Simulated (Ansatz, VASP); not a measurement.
**Two plane-wave programs on Ga2C**

```
CELL_PARAMETERS angstrom
-1.61331 1.61331 3.95765
1.61331 -1.61331 3.95765
1.61331 1.61331 -3.95765
ATOMIC_POSITIONS crystal
Ga 0.66500 0.66500 0.00000
Ga 0.33500 0.33500 0.00000
C 0.00000 0.00000 0.00000
```

Alike in both runs: task single point; functional PBE; k mesh 8 × 8 × 8; occupations gaussian, width 0.1 eV; no spin polarisation.

|  | VASP | Ansatz |
| --- | --- | --- |
| version | VASP 6.6.1 | Ansatz 0.2.0 |
| potentials or method | VASP PAW PBE potentials, release 64 (Ga_d, C), cutoff 520 eV | scalar-relativistic, plane waves, PAW |
| valence electrons in the cell | 30 | 30 |

VASP gave:

| Property | Result |
| --- | --- |
| gap on the k mesh at the Fermi level (eV) | none |
| pressure (GPa) | -0.3 |
| traceless stress, the component that is largest in VASP (GPa) | -2.79 |
| rms of the force components (eV/Å) | 0.522 |

Problem. Estimate Ansatz's values.

Solution. gap on the k mesh at the Fermi level (eV): none; pressure (GPa): -0.4; traceless stress, the component that is largest in VASP (GPa): -2.83; rms of the force components (eV/Å): 0.521.

Atom by atom the forces differ by 0.001 eV/Å (rms over components). A gap of «none» marks a metal or a gap that the smearing closes. With one functional, cell and mesh, what is left measures potentials, basis and numerics.
